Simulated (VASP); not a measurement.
# BN: relaxation of the atoms with r2SCAN

Crystal: BN.

```
CELL_PARAMETERS angstrom
0.00000 1.79231 1.79231
1.79231 0.00000 1.79231
1.79231 1.79231 0.00000
ATOMIC_POSITIONS crystal
B 0.00000 0.00000 0.00000
N 0.25000 0.25000 0.25000
```

```
Program                : VASP 6.6.1
Task                   : relaxation of the atoms
Functional             : r2SCAN
Potentials or basis    : VASP PAW PBE potentials, release 64 (B, N)
Cutoff                 : 520 eV
k mesh                 : 14 × 14 × 14
Occupations            : fermi-dirac, width 0.02 eV
Spin                   : no spin polarisation
Dipole correction      : no
Further INCAR settings : ALGO = Normal; EDIFF = 1e-07; IBRION = 2; EDIFFG = -0.01; NSW = 50
```

```
Pressure after relaxing : 9.7 GPa
Band gap on the k mesh  : 5.01 eV (least direct gap 9.65 eV)
```

Final structure:
```cif
data_structure
_symmetry_space_group_name_H-M 'P 1'
_symmetry_Int_Tables_number 1
_cell_length_a 2.5347
_cell_length_b 2.5347
_cell_length_c 2.5347
_cell_angle_alpha 60.000
_cell_angle_beta 60.000
_cell_angle_gamma 60.000
_cell_volume 11.52
loop_
_atom_site_label
_atom_site_type_symbol
_atom_site_fract_x
_atom_site_fract_y
_atom_site_fract_z
_atom_site_occupancy
B1 B 0.00000 0.00000 0.00000 1
N1 N 0.25000 0.25000 0.25000 1
```

Levels at points of the mesh, in eV from the valence-band top:
```
           k point  band 1  band 2  band 3  band 4  band 5  band 6  band 7  band 8
(0.00, 0.00, 0.00)  -21.59    0.00    0.00    0.00    9.65    9.65    9.65   11.50
(0.50, 0.00, 0.00)  -17.17  -11.32   -2.06   -2.06   11.13   11.61   11.61   16.68
(0.50, 0.50, 0.00)  -15.71   -9.49   -5.23   -5.23    5.01    9.96   19.67   19.67
```

It took 70 s on 1 thread of Intel Xeon 8259CL (shared host), peak memory 0.13 GiB.

Caveat: the relaxation stopped at its first step, so nothing moved; the PAW data sets were made with another functional, which shifts forces and pressure a little. A k mesh can miss the band edges.
